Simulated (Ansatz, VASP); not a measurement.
# BP: VASP beside Ansatz

The input INCAR:

```
PREC = Accurate ; ENCUT = 500
EDIFF = 1E-6 ; ISMEAR = 0
SIGMA = 0.05 ; LREAL = F
LASPH = T ; NELM = 120
ALGO = Normal ; ISIF = 2
LWAVE = F ; LCHARG = F
NBANDS = 11 ; GGA_COMPAT = F
```

File KPOINTS:

```
regular mesh
0
Gamma
  10 10 10
```

Contents of POSCAR:

```
BP
1.0
    0.0000000000      2.1782400000      2.2690000000
    2.1782400000      0.0000000000      2.2690000000
    2.1782400000      2.1782400000      0.0000000000
B P
1 1
Direct
    0.0000000000      0.0000000000      0.0000000000
    0.7500000000      0.7500000000      0.7500000000
```

Input for Ansatz:

```yaml
crystal:
  lattice:
    - [0.0, 2.17824, 2.269]
    - [2.17824, 0.0, 2.269]
    - [2.17824, 2.17824, 0.0]
  atoms:
    - { symbol: B, position: [0.0, 0.0, 0.0] }
    - { symbol: P, position: [0.75, 0.75, 0.75] }
basis:
  ecutwfc: 420
kpoints:
  mp_grid: { grid: [10, 10, 10] }
hamiltonian:
  xc: lda
scf:
  occupations: { method: gaussian, width: 0.05 }
output:
  forces: true
  stress: true
  eigenvalues: true
```

Change from the starting cell: strain -0.040 along x and y, +0.000 along z, atoms carried along.

Alike in both runs: task single point; functional LDA; k mesh 10 × 10 × 10; occupations gaussian, width 0.05 eV; no spin polarisation.

```csv
,VASP,Ansatz
version,VASP 6.6.1,Ansatz 0.2.0
potentials or method,"VASP PAW LDA potentials, release 64 (B, P), cutoff 500 eV","scalar-relativistic, plane waves, PAW"
valence electrons in the cell,8,8
```

Ansatz gave:

| Item | Value |
| --- | --- |
| gap on the k mesh at the Fermi level (eV) | 0.77 |
| least direct gap on the mesh (eV) | 3.31 |
| pressure (GPa) | 9.6 |
| traceless stress, the component that is largest in VASP (GPa) | -8.19 |

Problem. Estimate VASP's values.

Solution. gap on the k mesh at the Fermi level (eV): 0.77; least direct gap on the mesh (eV): 3.31; pressure (GPa): 9.5; traceless stress, the component that is largest in VASP (GPa): -8.20.

LDA's correlation is that of Perdew and Zunger in VASP and of Perdew and Wang (1992) in Ansatz.
